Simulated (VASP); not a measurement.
# MoS2 (P-3m1) in VASP: a series of runs

Runs on MoS2. Level: PBEsol. Tasks: single point.

All numbers are computed with VASP 6.6.1; they aren't measurements. Logs are shortened: lines on timing, memory, paths and dates and some standing lists are left out, and cuts for length are marked.

### 1 The cell of the first run

It takes space group P-3m1 (No. 164, trigonal). The conventional cell has a = 3.254 Å, b = 3.254 Å, c = 6.365 Å, α = 90.00°, β = 90.00°, γ = 120.00°. Within 3.3 Å of Mo (site symmetry -3m) lie 6 S at 2.44 Å and 6 Mo at 3.25 Å. Within 3.3 Å of S (site symmetry 3m) lie 3 Mo at 2.44 Å and 6 S at 3.25 Å.

### 2 Single point, PBEsol

The input, INCAR:

```
ALGO = Normal
EDIFF = 1E-6
ENCUT = 520
GGA = PS
ISIF = 2
ISMEAR = -1
LASPH = T
LCHARG = F
LREAL = F
LWAVE = F
NBANDS = 20
NELM = 100
PREC = Accurate
SIGMA = 0.1
```

The input, KPOINTS:

```
k-points
0
Gamma
  10 10 5
```

The input, POSCAR:

```
MoS2
1.0
    3.2541344328      0.0000000000      0.0000000000
   -1.6270672164      2.8181707997      0.0000000000
    0.0000000000      0.0000000000      6.3646415395
Mo S
1 2
Direct
    0.0000000000      0.0000000000      0.5000000000
    0.3333333333      0.6666666667      0.2553200000
    0.6666666667      0.3333333333      0.7446800000
```

Potentials or basis: VASP PAW PBE potentials, release 64 (Mo_sv, S).

Started as:

```console
$ cat potpaw_PBE.64/Mo_sv/POTCAR potpaw_PBE.64/S/POTCAR > POTCAR
$ mpirun -np 1 vasp_std > vasp.out
```

OUTCAR:

```text
EDIFF = 1E-6
   ENCUT = 520
   GGA = PS
   ISIF = 2
   ISMEAR = -1
   LASPH = T
   LREAL = F
   NELM = 100
   PREC = Accurate

 ion  position               nearest neighbor table
   1  0.000  0.000  0.500-   2 2.44   3 2.44   3 2.44   2 2.44   3 2.44   2 2.44
   2  0.333  0.667  0.255-   1 2.44   1 2.44   1 2.44
   3  0.667  0.333  0.745-   1 2.44   1 2.44   1 2.44

  LATTYP: Found a hexagonal cell.
 ALAT       =     3.2541344328
 C/A-ratio  =     1.9558631246

  Lattice vectors:

 A1 = (   3.2541344328,   0.0000000000,   0.0000000000)
 A2 = (  -1.6270672164,   2.8181707997,   0.0000000000)
 A3 = (   0.0000000000,   0.0000000000,   6.3646415395)

Analysis of symmetry for initial positions (statically):
=====================================================================
 Subroutine PRICEL returns:
 Original cell was already a primitive cell.

 Routine SETGRP: Setting up the symmetry group for a
 hexagonal supercell.

 Subroutine GETGRP returns: Found 12 space group operations
 (whereof 12 operations were pure point group operations)
 out of a pool of 24 trial point group operations.

The static configuration has the point symmetry D_3d.

Analysis of symmetry for dynamics (positions and initial velocities):
=====================================================================
 Subroutine PRICEL returns:
 Original cell was already a primitive cell.

 Routine SETGRP: Setting up the symmetry group for a
 hexagonal supercell.

 Subroutine GETGRP returns: Found 12 space group operations
 (whereof 12 operations were pure point group operations)
 out of a pool of 24 trial point group operations.

The dynamic configuration has the point symmetry D_3d.

 Subroutine INISYM returns: Found 12 space group operations
 (whereof 12 operations are pure point group operations),
 and found     1 'primitive' translations

----------------------------------------------------------------------------------------

                                     Primitive cell

  volume of cell :      58.3683

  direct lattice vectors                    reciprocal lattice vectors
     3.254134433  0.000000000  0.000000000     0.307301379  0.177420049  0.000000000
    -1.627067216  2.818170800  0.000000000     0.000000000  0.354840097  0.000000000
[... 82 lines left out ...]
   LNONCOLLINEAR =      F non collinear calculations
   LSORBIT =      F    spin-orbit coupling
   LASPH  =      T    aspherical Exc in radial PAW
   ENCUT  =  520.0 eV  38.22 Ry    6.18 a.u.   6.05  6.05 11.83*2*pi/ulx,y,z
   NELM   =    100;   NELMIN=  2; NELMDL= -5     # of ELM steps
   EDIFF  = 0.1E-05   stopping-criterion for ELM
   LREAL  =      F    real-space projection
   EDIFFG = 0.1E-04   stopping-criterion for IOM
   NSW    =      0    number of steps for IOM
   IBRION =     -1    ionic relax: 0-MD 1-quasi-New 2-CG
   NFREE  =      0    steps in history (QN), initial steepest desc. (CG)
   ISIF   =      2    stress and relaxation
   ISYM   =      2    0-nonsym 1-usesym 2-fastsym
   POTIM  = 0.5000    time-step for ionic-motion
   TEBEG  =    0.0;   TEEND  =   0.0 temperature during run
   PSTRESS=    0.0 pullay stress
   NELECT =      26.0000    total number of electrons
   NUPDOWN=      -1.0000    fix difference up-down
   EMIN   =  10.00;   EMAX   =-10.00  energy-range for DOS
   EFERMI =   0.00;   METHOD = LEGACY
   ISMEAR =    -1;   SIGMA  =   0.10  broadening in eV -4-tet -1-fermi 0-gaus
   EFERMI_NEDOS =   21; number of points for ismear=-14 and -15
   IALGO  =     38    algorithm
   IMIX   =      4    mixing-type and parameters
     AMIX     =   0.40;   BMIX     =  1.00
     AMIX_MAG =   1.60;   BMIX_MAG =  1.00
  volume/ion in A,a.u.               =      19.46       131.30
  Fermi-wavevector in a.u.,A,eV,Ry     =   1.250279  2.362685 21.268603  1.563198
  Thomas-Fermi vector in A             =   2.384281
   LORBIT       =      0    0 simple, 1 ext, 2 COOP (PROOUT), +10 PAW based schemes
   GGA     = PS    functional components
   LHFCALC =     F    Hartree Fock is set to
   AEXX    =    0.0000 exact exchange contribution
   IVDW    =     0    specifies the selected vdW correction
   LEPSILON=     F    determine dielectric tensor
   LRPA    =     F    only Hartree local field effects (RPA)
 non-spin polarized calculation
  energy-cutoff  :      520.00
  volume of cell :       58.37
 maximum number of plane-waves:      1596
   NGX = 13   NGY = 13   NGZ = 23

 number of electron      26.0000003 magnetization

 Free energy of the ion-electron system (eV)
  ---------------------------------------------------
  ext. energy  EPLUGINS =         0.00000000
  ---------------------------------------------------
  free energy    TOTEN  =       -22.54721397 eV

  energy without entropy =      -22.50461437  energy(sigma->0) =      -22.52591417

 E-fermi :   6.5226     XC(G=0): -10.5051

 val. band max:        6.4741390617   @ k =   0.1000   0.0000   0.0000
 cond. band min:       6.5485786409   @ k =   0.2000   0.2000   0.4000
 fundamental gap:      0.0744395792
 Fermi energy:         6.5225652576

 k-point     1 :       0.0000    0.0000    0.0000
  band No.  band energies     occupation
      1     -55.1773      2.00000
      2     -29.2200      2.00000
      3     -29.2101      2.00000
      4     -29.2101      2.00000
      5      -8.1305      2.00000
      6      -6.7397      2.00000
[... 541 lines left out ...]
     19      12.8141      0.00000
     20      14.1518      0.00000

 [... further k-points ...]

------------------------ aborting loop because EDIFF is reached ----------------------------------------

  FORCE on cell =-STRESS in cart. coord.  units (eV):
  Direction    XX          YY          ZZ          XY          YZ          ZX
  --------------------------------------------------------------------------------------
  -------------------------------------------------------------------------------------
  Total       -2.6716146     -2.6716293     -1.4796666      0.0000000      0.0000000      0.0000000
  in kB      -73.3343838    -73.3347852    -40.6160505      0.0000000      0.0000000      0.0000000
  external PRESSURE =     -62.4284065 kB  Pullay stress =       0.0000000 kB

 VOLUME and BASIS-vectors are now :
 -----------------------------------------------------------------------------
  energy-cutoff  :      520.00
  volume of cell :       58.37
      direct lattice vectors                 reciprocal lattice vectors
     3.254134433  0.000000000  0.000000000     0.307301379  0.177420049  0.000000000
    -1.627067216  2.818170800  0.000000000     0.000000000  0.354840097  0.000000000
     0.000000000  0.000000000  6.364641540     0.000000000  0.000000000  0.157118039

 POSITION                                       TOTAL-FORCE (eV/Angst)
 -----------------------------------------------------------------------------------
      0.00000      0.00000      3.18232        -0.000000      0.000000      0.000000
     -0.00000      1.87878      1.62502        -0.000000      0.000000      0.354981
      1.62707      0.93939      4.73962         0.000000     -0.000000     -0.354981
 -----------------------------------------------------------------------------------
    total drift:                                0.000000      0.000000      0.000000

  FREE ENERGIE OF THE ION-ELECTRON SYSTEM (eV)
  ---------------------------------------------------
  free  energy   TOTEN  =       -22.5472139708 eV

  energy  without entropy=      -22.5046143685  energy(sigma->0) =      -22.52591417
```

It took 78 s on 1 thread of AMD EPYC 7R13, shared host; peak memory 0.18 GiB.

Results:

```yaml
Free_energy: -22.5472 eV
Pressure: -6.2 GPa
Largest_force: 0.355 eV/Å
Band_gap_on_the_k_mesh: zero (bands 13 and 14 overlap by 0.77 eV)
```

Forces in eV/Å, atoms in the order of the input:
```
Mo   0.000  0.000  0.000
S    0.000  0.000  0.355
S    0.000  0.000 -0.355
```

Levels at points of the mesh, in eV from the Fermi level:
| k point | band 11 | band 12 | band 13 | band 14 | band 15 | band 16 |
| --- | --- | --- | --- | --- | --- | --- |
| (0.00, 0.00, 0.00) | -1.03 | -0.92 | -0.92 | -0.31 | -0.31 | 3.11 |
| (0.50, 0.00, 0.00) | -3.13 | -1.73 | -1.69 | 0.90 | 1.65 | 3.53 |

Caveat: the cell stands under tension; the PAW data sets were made with another functional, which shifts forces and pressure a little; this functional lacks dispersion, which binds the layers, so the pressure and a relaxed spacing across them are unreliable.

### 3 Single point, PBEsol

This run uses another cell than the first one, of 19.93 Å³/atom.

The input, INCAR:

```
SYSTEM = MoS2
PREC = Accurate
ENCUT = 520
EDIFF = 1E-7
ISMEAR = -1
SIGMA = 0.1
LREAL = .False.
LASPH = .True.
NELM = 80
ALGO = Normal
ISIF = 2
LWAVE = .False.
LCHARG = .True.
GGA = PS
LELF = .True.
LVHAR = .True.
NBANDS = 20
```

The input, KPOINTS:

```
Automatic mesh
0
Gamma
  10 10 5
  0 0 0
```

The input, POSCAR:

```
MoS2
1.0
    3.2803785858      0.0000000000      0.0000000000
   -1.6401892929      2.8408989650      0.0000000000
    0.0000000000      0.0000000000      6.4159715105
Mo S
1 2
Direct
    0.0000000000      0.0000000000      0.5000000000
    0.3333333333      0.6666666667      0.2553200000
    0.6666666667      0.3333333333      0.7446800000
```

Potentials or basis: VASP PAW PBE potentials, release 64 (Mo_sv, S).

Started as:

```console
$ cat potpaw_PBE.64/Mo_sv/POTCAR potpaw_PBE.64/S/POTCAR > POTCAR
$ mpirun -np 1 vasp_std > vasp.out
```

Wall time 91 s (1 thread of AMD EPYC 7R13, shared host); peak memory 0.18 GiB.

It converged, with:

- Free energy: -22.4806 eV
- Pressure: -8.8 GPa
- Largest force: 0.697 eV/Å
- Band gap on the k mesh: zero (bands 13 and 14 overlap by 0.77 eV)

Forces in eV/Å, atoms in the order of the input:
```
Mo   0.000  0.000  0.000
S    0.000  0.000  0.697
S    0.000  0.000 -0.697
```

Stress tensor (GPa, compression positive):
```
-9.75  0.00  0.00
 0.00 -9.75  0.00
 0.00  0.00 -6.93
```

Levels at points of the mesh, in eV from the Fermi level:
| k point | band 9 | band 10 | band 11 | band 12 | band 13 | band 14 | band 15 | band 16 | band 17 | band 18 |
| --- | --- | --- | --- | --- | --- | --- | --- | --- | --- | --- |
| (0.00, 0.00, 0.00) | -3.81 | -1.76 | -0.97 | -0.87 | -0.87 | -0.32 | -0.32 | 3.02 | 3.02 | 5.68 |
| (0.50, 0.00, 0.00) | -4.52 | -3.88 | -3.07 | -1.70 | -1.64 | 0.86 | 1.59 | 3.43 | 3.64 | 5.54 |

Caveat: the cell stands under tension; the PAW data sets were made with another functional, which shifts forces and pressure a little; this functional lacks dispersion, which binds the layers, so the pressure and a relaxed spacing across them are unreliable.

### 4 Single point, PBEsol

This run uses another cell than the first one, of 20.41 Å³/atom.

The input, INCAR:

```
PREC     = Accurate       # precision mode
ENCUT    = 520            # plane-wave cutoff, eV
EDIFF    = 1E-6           # SCF threshold, eV
ISMEAR   = -1             # smearing method
SIGMA    = 0.1            # smearing width, eV
LREAL    = False          # projectors in reciprocal space
LASPH    = True           # aspherical terms in the spheres
NELM     = 100            # most SCF steps
ALGO     = Normal         # electronic algorithm
ISIF     = 2              # what is computed and relaxed
LWAVE    = False          # write WAVECAR
LCHARG   = False          # write CHGCAR
GGA      = PS             # functional
NBANDS   = 20             # bands
```

The input, KPOINTS:

```
Automatic mesh
0
Gamma
  10 10 5
```

The input, POSCAR:

```
MoS2
1.0
    3.3062094019      0.0000000000      0.0000000000
   -1.6531047010      2.8632691693      0.0000000000
    0.0000000000      0.0000000000      6.4664930513
Mo S
1 2
Direct
    0.0000000000      0.0000000000      0.5000000000
    0.3333333333      0.6666666667      0.2553200000
    0.6666666667      0.3333333333      0.7446800000
```

Started as:

```console
$ cat potpaw_PBE.64/Mo_sv/POTCAR potpaw_PBE.64/S/POTCAR > POTCAR
$ mpirun -np 1 vasp_std > vasp.out
```

It took 72 s on 1 thread of AMD EPYC 7R43 (Zen 3), shared host; peak memory 0.18 GiB.

The run converged. Its results:

| Quantity | Value |
| --- | --- |
| Free energy | -22.3927 eV |
| Pressure | -11.0 GPa |
| Largest force | 1.008 eV/Å |
| Band gap on the k mesh | zero (bands 13 and 14 overlap by 0.76 eV) |

Forces in eV/Å, atoms in the order of the input:
```
Mo   0.000  0.000  0.000
S    0.000  0.000  1.008
S    0.000  0.000 -1.008
```

Stress tensor (GPa, compression positive):
```
-11.84   0.00   0.00
  0.00 -11.84   0.00
  0.00   0.00  -9.44
```

Levels at points of the mesh, in eV from the Fermi level:
```
           k point  band 11  band 12  band 13  band 14  band 15  band 16
(0.00, 0.00, 0.00)    -0.91    -0.83    -0.83    -0.33    -0.33     2.94
(0.50, 0.00, 0.00)    -3.01    -1.67    -1.59     0.82     1.54     3.32
```

Caveat: the cell stands under tension; the PAW data sets were made with another functional, which shifts forces and pressure a little; this functional lacks dispersion, which binds the layers, so the pressure and a relaxed spacing across them are unreliable.

### 5 Single point, PBEsol

This run uses another cell than the first one, of 20.88 Å³/atom.

The input, INCAR:

```
SYSTEM = MoS2
  PREC = Accurate
  ENCUT = 520
  EDIFF = 1E-7
  ISMEAR = -1
  SIGMA = 0.1
  LREAL = .False.
  LASPH = .True.
  NELM = 100
  ALGO = Normal
  ISIF = 2
  LWAVE = .False.
  LCHARG = .False.
  GGA = PS
  NBANDS = 20
```

The input, KPOINTS:

```
regular mesh
0
Gamma
  10 10 5
  0 0 0
```

The input, POSCAR:

```
MoS2
1.0
    3.3316427814      0.0000000000      0.0000000000
   -1.6658213907      2.8852951823      0.0000000000
    0.0000000000      0.0000000000      6.5162372604
Mo S
1 2
Direct
    0.0000000000      0.0000000000      0.5000000000
    0.3333333333      0.6666666667      0.2553200000
    0.6666666667      0.3333333333      0.7446800000
```

Started as:

```console
$ cat potpaw_PBE.64/Mo_sv/POTCAR potpaw_PBE.64/S/POTCAR > POTCAR
$ mpirun -np 1 vasp_std > vasp.out
```

Wall time 75 s (1 thread of AMD EPYC 7R43 (Zen 3), shared host); peak memory 0.18 GiB.

Results (log left out):

```
Free energy            : -22.2863 eV
Pressure               : -13.0 GPa
Largest force          : 1.291 eV/Å
Band gap on the k mesh : zero (bands 13 and 14 overlap by 0.76 eV)
```

Forces in eV/Å, atoms in the order of the input:
```
Mo   0.000  0.000  0.000
S    0.000  0.000  1.291
S    0.000  0.000 -1.291
```

Stress tensor (GPa, compression positive):
```
-13.65   0.00   0.00
  0.00 -13.65   0.00
  0.00   0.00 -11.62
```

Levels at points of the mesh, in eV from the Fermi level:
```tsv
k point	band 9	band 10	band 11	band 12	band 13	band 14	band 15	band 16	band 17	band 18
(0.00, 0.00, 0.00)	-3.61	-1.69	-0.86	-0.79	-0.79	-0.33	-0.33	2.86	2.86	5.33
(0.50, 0.00, 0.00)	-4.30	-3.68	-2.95	-1.64	-1.54	0.79	1.49	3.23	3.49	5.53
```

Caveat: the cell stands under tension; the PAW data sets were made with another functional, which shifts forces and pressure a little; this functional lacks dispersion, which binds the layers, so the pressure and a relaxed spacing across them are unreliable.

### 6 The runs side by side

```csv
cell,gap on the mesh (eV),pressure (GPa),largest force (eV/Å)
"a = 3.254, b = 3.254, c = 6.365 Å, angles 90.0, 90.0, 120.0°, 3 atoms",none,-6.2,0.35
"a = 3.280, b = 3.280, c = 6.416 Å, angles 90.0, 90.0, 120.0°, 3 atoms",none,-8.8,0.70
"a = 3.306, b = 3.306, c = 6.466 Å, angles 90.0, 90.0, 120.0°, 3 atoms",none,-11.0,1.01
"a = 3.332, b = 3.332, c = 6.516 Å, angles 90.0, 90.0, 120.0°, 3 atoms",none,-13.0,1.29
```

Alike in all rows: task single point; level PBEsol; potentials or basis VASP PAW PBE potentials, release 64 (Mo_sv, S); no spin polarisation; k mesh 10 × 10 × 5; cutoff (eV) 520; smearing fermi-dirac 0.1 eV.

Caveats: the cell stands under tension; the PAW data sets were made with another functional, which shifts forces and pressure a little; this functional lacks dispersion, which binds the layers, so the pressure and a relaxed spacing across them are unreliable.

Absolute energies hang on the potentials; compare differences alone.
